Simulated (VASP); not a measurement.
The system is FeO.

```
CELL_PARAMETERS angstrom
0.00000 2.14093 2.14093
2.14093 0.00000 2.14093
2.14093 2.14093 0.00000
ATOMIC_POSITIONS crystal
Fe 0.00000 0.00000 0.00000
O 0.50000 0.50000 0.50000
```

Base run:

| Quantity | Value |
| --- | --- |
| Program | VASP 6.6.1 |
| Functional | PBEsol |
| Dispersion | D4 |
| Potentials or basis | VASP PAW PBE potentials, release 64 (Fe, O) |
| Cutoff | 520 eV |
| k mesh | 11 × 11 × 11 |
| Occupations | fermi-dirac, width 0.05 eV |
| Spin | collinear spin, ferromagnetic start |
| Starting moments | [3.0, 0.0] μB |

Its results: band gap on the k mesh zero (filled and empty bands overlap); pressure 28.9 GPa; net moment 4.00 μB per cell; site moments Fe +3.61; O +0.31 μB.

Problem. The run is repeated on the same cell with these changes: functional from PBEsol to PBE; further incar settings from ALGO = Normal; EDIFF = 1e-07; NBANDS = 18 to ALGO = Normal; EDIFF = 1e-06; NBANDS = 18. What comes out?

Solution. Band gap on the k mesh zero (filled and empty bands overlap); pressure 61.3 GPa; net moment 4.00 μB per cell; site moments Fe +3.62; O +0.31 μB.

Caveats: the cell stands under pressure; a cell with one magnetic atom can't hold antiferromagnetic order, which such compounds often take; semilocal functionals often make such compounds metallic where correlation or magnetic order opens a gap, which also shifts bond lengths; the PAW data sets were made with another functional, which shifts forces and pressure a little (at least some runs).
